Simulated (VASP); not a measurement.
A run of VASP 6.6.1:

Contents of INCAR:

```
SYSTEM = BAs
PREC = Accurate
ENCUT = 500
EDIFF = 1E-6
ISMEAR = 0
SIGMA = 0.05
LREAL = .FALSE.
LASPH = .TRUE.
NELM = 120
ALGO = Normal
ISIF = 2
LWAVE = .FALSE.
LCHARG = .FALSE.
GGA = CA
NBANDS = 11
GGA_COMPAT = .FALSE.
```

File KPOINTS:

```
regular mesh
0
G
  6 6 6
  0 0 0
```

File POSCAR:

```
BAs
1.0
    0.0000000000      2.3662960400      2.3662960400
    2.3662960400      0.0000000000      2.3662960400
    2.3662960400      2.3662960400      0.0000000000
B As
1 1
Direct
    0.0000000000      0.0000000000      0.0000000000
    0.2500000000      0.2500000000      0.2500000000
```

Potentials or basis: VASP PAW LDA potentials, release 64 (B, As).

Launch:

```sh
$ cat potpaw_LDA.64/B/POTCAR potpaw_LDA.64/As/POTCAR > POTCAR
$ mpirun -np 1 vasp_std > vasp.out
```

Hardware: 1 thread of Intel(R) Xeon(R) Platinum 8488C (Sapphire Rapids), on a shared host.

**Question.** Estimate the wall time of this run.

**Answer.** Wall time 3.9 s on 1 thread of Intel(R) Xeon(R) Platinum 8488C (Sapphire Rapids), on a shared host, peak memory 0.12 GiB. Counts: scf iterations 12, k points 16.
